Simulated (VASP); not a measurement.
# Ti (I4/mmm) in VASP: notebook, part 2 of 2

VASP 6.6.1. Earlier steps stand in the parts before.

## Step 3: Single point, r2SCAN (strain +0.025 along x and y, -0.025 along z)

Input file POSCAR:

```
Ti
1.0
    0.0000000000      2.1065304071      2.0037728263
    2.1065304071      0.0000000000      2.0037728263
    2.1065304071      2.1065304071      0.0000000000
Ti
1
Direct
    0.0000000000      0.0000000000      0.0000000000
```

Input file INCAR.step1:

```
SYSTEM = Ti
PREC = Accurate ; ENCUT = 520
ISMEAR = 0 ; SIGMA = 0.15
LREAL = .False. ; LASPH = .True.
NELM = 60 ; NBANDS = 12
GGA = PE ; ALGO = Normal
EDIFF = 1E-4 ; LWAVE = .True.
LCHARG = .False.
```

Input file INCAR.step2:

```
SYSTEM = Ti
PREC = Accurate ; ENCUT = 520
EDIFF = 1E-6 ; ISMEAR = 0
SIGMA = 0.15 ; LREAL = .False.
LASPH = .True. ; NELM = 60
ALGO = Normal ; ISIF = 2
LWAVE = .False. ; LCHARG = .False.
METAGGA = R2SCAN ; LMIXTAU = .True.
NBANDS = 12 ; ISTART = 1
```

Input file KPOINTS:

```
Automatic mesh
0
Gamma
  26 26 26
  0 0 0
```

Potentials or basis: VASP PAW PBE potentials, release 64 (Ti_sv).

Started as:

```sh
$ cat potpaw_PBE.64/Ti_sv/POTCAR > POTCAR
$ cp INCAR.step1 INCAR
$ mpirun -np 1 vasp_std > vasp.out
$ cp INCAR.step2 INCAR
$ mpirun -np 1 vasp_std > vasp.out
```

OUTCAR:

```text
SYSTEM = Ti
   PREC = Accurate
   ENCUT = 520
   EDIFF = 1E-6
   ISMEAR = 0
   LREAL = .False.
   LASPH = .True.
   NELM = 60
   ISIF = 2
   METAGGA = R2SCAN
   ISTART = 1

 ion  position               nearest neighbor table
   1  0.000  0.000  0.000-

  LATTYP: Found a body centered tetragonal cell.
 ALAT       =     2.9790838713
 C/A-ratio  =     1.3452275350

  Lattice vectors:

 A1 = (   0.0000000000,  -2.1065304071,  -2.0037728263)
 A2 = (   0.0000000000,   2.1065304071,  -2.0037728263)
 A3 = (   2.1065304071,   0.0000000000,   2.0037728263)

Analysis of symmetry for initial positions (statically):
=====================================================================
 Subroutine PRICEL returns:
 Original cell was already a primitive cell.

 Routine SETGRP: Setting up the symmetry group for a
 body centered tetragonal supercell.

 Subroutine GETGRP returns: Found 16 space group operations
 (whereof 16 operations were pure point group operations)
 out of a pool of 16 trial point group operations.

The static configuration has the point symmetry D_4h.

Analysis of symmetry for dynamics (positions and initial velocities):
=====================================================================
 Subroutine PRICEL returns:
 Original cell was already a primitive cell.

 Routine SETGRP: Setting up the symmetry group for a
 body centered tetragonal supercell.

 Subroutine GETGRP returns: Found 16 space group operations
 (whereof 16 operations were pure point group operations)
 out of a pool of 16 trial point group operations.

The dynamic configuration has the point symmetry D_4h.

 Subroutine INISYM returns: Found 16 space group operations
 (whereof 16 operations are pure point group operations),
 and found     1 'primitive' translations

----------------------------------------------------------------------------------------

                                     Primitive cell

  volume of cell :      17.7834

  direct lattice vectors                    reciprocal lattice vectors
[... 113 lines left out ...]
   IVDW    =     0    specifies the selected vdW correction
   LEPSILON=     F    determine dielectric tensor
   LRPA    =     F    only Hartree local field effects (RPA)
 non-spin polarized calculation
 Gauss-broadening in eV      SIGMA  =   0.15
  energy-cutoff  :      520.00
  volume of cell :       17.78
 maximum number of plane-waves:       507
 NGX is ok and might be reduce to    24
   NGX = 11   NGY = 11   NGZ = 11

 number of electron      11.9999997 magnetization

 Free energy of the ion-electron system (eV)
  ---------------------------------------------------
  ext. energy  EPLUGINS =         0.00000000
  ---------------------------------------------------
  free energy    TOTEN  =       -12.88318606 eV

  energy without entropy =      -12.86458964  energy(sigma->0) =      -12.87388785

 E-fermi :   7.9730     XC(G=0): -12.2914

 val. band max:        7.9725881706   @ k =  -0.4615   0.3462   0.1923
 cond. band min:       7.9737519154   @ k =  -0.3077   0.0769   0.3846
 fundamental gap:      0.0011637448
 Fermi energy:         7.9730030614

 k-point     1 :       0.0000    0.0000    0.0000
  band No.  band energies     occupation
      1     -51.1163      2.00000
      2     -25.9456      2.00000
      3     -25.9455      2.00000
      4     -25.9428      2.00000
      5       1.5654      2.00000
      6       8.8527      0.00000
      7       8.8527      0.00000
      8       9.2142      0.00000
      9      10.4891      0.00000
     10      10.9021      0.00000
     11      23.6792      0.00000
     12      27.9925      0.00000
[... 331 lines left out ...]
 k-point    24 :       0.3846    0.0385    0.0000
  band No.  band energies     occupation
      1     -51.0158      2.00000
      2     -26.4963      2.00000
      3     -26.0402      2.00000
      4     -25.9965      2.00000
      5       4.8649      2.00000
      6       7.9347      1.28232
      7       8.8519      0.00000
      8       9.2234      0.00000
      9      11.2396      0.00000
     10      11.5027      0.00000
     11      17.9420      0.00000
     12      23.3722      0.00000

 [... further k-points ...]

------------------------ aborting loop because EDIFF is reached ----------------------------------------

  FORCE on cell =-STRESS in cart. coord.  units (eV):
  Direction    XX          YY          ZZ          XY          YZ          ZX
  --------------------------------------------------------------------------------------
  -------------------------------------------------------------------------------------
  Total       -0.3074467     -0.3074467     -0.1212714      0.0000000      0.0000000      0.0000000
  in kB      -27.6991525    -27.6991525    -10.9258447      0.0000000      0.0000000      0.0000000
  external PRESSURE =     -22.1080499 kB  Pullay stress =       0.0000000 kB

 VOLUME and BASIS-vectors are now :
 -----------------------------------------------------------------------------
  energy-cutoff  :      520.00
  volume of cell :       17.78
      direct lattice vectors                 reciprocal lattice vectors
     0.000000000  2.106530407  2.003772826    -0.237357124  0.237357124  0.249529285
     2.106530407  0.000000000  2.003772826     0.237357124 -0.237357124  0.249529285
     2.106530407  2.106530407  0.000000000     0.237357124  0.237357124 -0.249529285

 POSITION                                       TOTAL-FORCE (eV/Angst)
 -----------------------------------------------------------------------------------
      0.00000      0.00000      0.00000         0.000000     -0.000000      0.000000
 -----------------------------------------------------------------------------------
    total drift:                                0.000000      0.000000      0.000000

  FREE ENERGIE OF THE ION-ELECTRON SYSTEM (eV)
  ---------------------------------------------------
  free  energy   TOTEN  =       -12.8831860579 eV

  energy  without entropy=      -12.8645896369  energy(sigma->0) =      -12.87388785
```

OSZICAR.step1:

```text
N       E                     dE             d eps       ncg     rms          rms(c)
DAV:   1     0.868321463591E+02    0.86832E+02   -0.65424E+03 32020   0.119E+03
DAV:   2    -0.443950436439E+01   -0.91272E+02   -0.88854E+02 32412   0.295E+02
DAV:   3    -0.874059630706E+01   -0.43011E+01   -0.42537E+01 44632   0.654E+01
DAV:   4    -0.883858599738E+01   -0.97990E-01   -0.97850E-01 36160   0.859E+00
DAV:   5    -0.884097297740E+01   -0.23870E-02   -0.23868E-02 38688   0.119E+00    0.814E+00
DAV:   6    -0.778802862577E+01    0.10529E+01   -0.21609E+00 34708   0.218E+01    0.210E+00
DAV:   7    -0.777277260187E+01    0.15256E-01   -0.96912E-02 39208   0.359E+00    0.126E+00
DAV:   8    -0.778095145813E+01   -0.81789E-02   -0.36539E-02 32804   0.252E+00    0.183E-01
DAV:   9    -0.778117853079E+01   -0.22707E-03   -0.45980E-03 41520   0.805E-01    0.843E-02
DAV:  10    -0.778119720180E+01   -0.18671E-04   -0.24286E-04 33428   0.190E-01
   1 F= -.77811972E+01 E0= -.77707486E+01  d E =-.208971E-01
```

Wall time 6.2 min (1 thread of Intel Xeon 6975P-C (Granite Rapids), shared host); peak memory 0.38 GiB.

Results:

| Quantity | Value |
| --- | --- |
| Free energy | -12.8832 eV |
| Pressure | -2.2 GPa |
| Band gap on the k mesh | zero (bands 6 and 7 overlap by 1.53 eV) |

Caveat: the cell differs from its parent crystal (strain +0.025 along x and y, -0.025 along z); the PAW data sets were made with another functional, which shifts forces and pressure a little.

## Step 4: Single point, r2SCAN (strain +0.050 along x and y, -0.025 along z)

Input file POSCAR:

```
Ti
1.0
    0.0000000000      2.1579091975      2.0037728263
    2.1579091975      0.0000000000      2.0037728263
    2.1579091975      2.1579091975      0.0000000000
Ti
1
Direct
    0.0000000000      0.0000000000      0.0000000000
```

Input file INCAR.step1:

```
PREC = Accurate ; ENCUT = 520
ISMEAR = 0 ; SIGMA = 0.15
LREAL = False ; LASPH = True
NELM = 80 ; NBANDS = 12
GGA = PE ; ALGO = Normal
EDIFF = 1E-4 ; LWAVE = True
LCHARG = False
```

Input file INCAR.step2:

```
PREC = Accurate ; ENCUT = 520
EDIFF = 1E-7 ; ISMEAR = 0
SIGMA = 0.15 ; LREAL = False
LASPH = True ; NELM = 80
ALGO = Normal ; ISIF = 2
LWAVE = False ; LCHARG = False
METAGGA = R2SCAN ; LMIXTAU = True
NBANDS = 12 ; ISTART = 1
```

Input file KPOINTS:

```
regular mesh
0
Gamma
  26 26 26
```

Started as:

```sh
$ cat potpaw_PBE.64/Ti_sv/POTCAR > POTCAR
$ cp INCAR.step1 INCAR
$ mpirun -np 1 vasp_std > vasp.out
$ cp INCAR.step2 INCAR
$ mpirun -np 1 vasp_std > vasp.out
```

Run time: 25 min. Hardware: 1 thread of Intel Xeon 8259CL, shared host; peak memory 0.36 GiB.

Results (log left out):

```yaml
Free_energy: -12.8547 eV
Pressure: -6.8 GPa
Band_gap_on_the_k_mesh: zero (bands 6 and 7 overlap by 1.43 eV)
```

Stress tensor (GPa, compression positive):
```
-7.63  0.00  0.00
 0.00 -7.63  0.00
 0.00  0.00 -5.26
```

Levels at points of the mesh, in eV from the Fermi level:
```csv
k point,band 2,band 3,band 4,band 5,band 6,band 7,band 8,band 9,band 10,band 11
"(0.00, 0.00, 0.00)",-34.06,-34.06,-34.06,-6.28,0.81,0.81,1.31,2.29,2.84,15.50
"(0.50, 0.00, 0.00)",-34.61,-34.16,-34.10,-2.53,0.32,0.60,1.23,3.37,3.65,7.86
"(0.50, 0.50, 0.00)",-34.57,-34.30,-34.30,-2.35,-1.70,3.50,3.57,3.73,3.73,10.87
"(0.50, 0.00, 0.50)",-34.58,-34.26,-34.20,-2.40,-1.46,2.06,3.52,3.54,3.88,9.77
```

Caveat: the cell differs from its parent crystal (strain +0.050 along x and y, -0.025 along z); the cell stands under tension; the PAW data sets were made with another functional, which shifts forces and pressure a little.

## Step 5: Single point, r2SCAN (strain +0.050 along x and y, +0.000 along z)

Input file POSCAR:

```
Ti
1.0
    0.0000000000      2.1579091975      2.0551516167
    2.1579091975      0.0000000000      2.0551516167
    2.1579091975      2.1579091975      0.0000000000
Ti
1
Direct
    0.0000000000      0.0000000000      0.0000000000
```

INCAR.step1 is that of step 4.

Input file INCAR.step2:

```
PREC = Accurate ; ENCUT = 520
EDIFF = 1E-6 ; ISMEAR = 0
SIGMA = 0.15 ; LREAL = False
LASPH = True ; NELM = 80
ALGO = Normal ; ISIF = 2
LWAVE = False ; LCHARG = True
METAGGA = R2SCAN ; LMIXTAU = True
LELF = True ; LVHAR = True
NBANDS = 12 ; ISTART = 1
```

Input file KPOINTS:

```
Automatic mesh
0
Gamma
  26 26 26
```

Started as:

```sh
$ cat potpaw_PBE.64/Ti_sv/POTCAR > POTCAR
$ cp INCAR.step1 INCAR
$ mpirun -np 1 vasp_std > vasp.out
$ cp INCAR.step2 INCAR
$ mpirun -np 1 vasp_std > vasp.out
```

It took 23 min on 1 thread of Intel Xeon 8259CL, shared host; peak memory 0.36 GiB.

It converged, with:

- Free energy: -12.8354 eV
- Pressure: -8.9 GPa
- Band gap on the k mesh: zero (bands 6 and 7 overlap by 1.41 eV)

Stress tensor (GPa, compression positive):
```
-9.48  0.00  0.00
 0.00 -9.48  0.00
 0.00  0.00 -7.83
```

Levels at points of the mesh, in eV from the Fermi level:
| k point | band 2 | band 3 | band 4 | band 5 | band 6 | band 7 | band 8 | band 9 | band 10 | band 11 |
| --- | --- | --- | --- | --- | --- | --- | --- | --- | --- | --- |
| (0.00, 0.00, 0.00) | -34.14 | -34.14 | -34.14 | -6.23 | 0.83 | 0.83 | 1.15 | 2.33 | 2.69 | 15.31 |
| (0.50, 0.00, 0.00) | -34.64 | -34.22 | -34.19 | -2.48 | 0.26 | 0.69 | 1.09 | 3.32 | 3.49 | 7.60 |
| (0.50, 0.50, 0.00) | -34.61 | -34.34 | -34.34 | -2.28 | -1.60 | 3.03 | 3.46 | 3.61 | 3.61 | 10.48 |
| (0.50, 0.00, 0.50) | -34.61 | -34.32 | -34.28 | -2.32 | -1.45 | 2.11 | 3.45 | 3.47 | 3.71 | 9.63 |

Caveat: the cell differs from its parent crystal (strain +0.050 along x and y, +0.000 along z); the cell stands under tension; the PAW data sets were made with another functional, which shifts forces and pressure a little.

## Step 6: Overview

| cell | gap on the mesh (eV) | pressure (GPa) |
| --- | --- | --- |
| a = 2.872, b = 2.872, c = 2.979 Å, angles 58.8, 58.8, 62.5°, 1 atom | none | 0.6 |
| a = 2.907, b = 2.907, c = 2.979 Å, angles 59.2, 59.2, 61.6°, 1 atom | none | -2.2 |
| a = 2.945, b = 2.945, c = 3.052 Å, angles 58.8, 58.8, 62.4°, 1 atom | none | -6.8 |
| a = 2.980, b = 2.980, c = 3.052 Å, angles 59.2, 59.2, 61.6°, 1 atom | none | -8.9 |

Alike in all rows: task single point; level r2SCAN; potentials or basis VASP PAW PBE potentials, release 64 (Ti_sv); no spin polarisation; k mesh 26 × 26 × 26; cutoff (eV) 520; smearing gaussian 0.15 eV.

Caveats: the PAW data sets were made with another functional, which shifts forces and pressure a little; the cell stands under tension (at least some runs).

Total energies depend on the potentials used, so only differences within one code and one set of settings carry meaning.
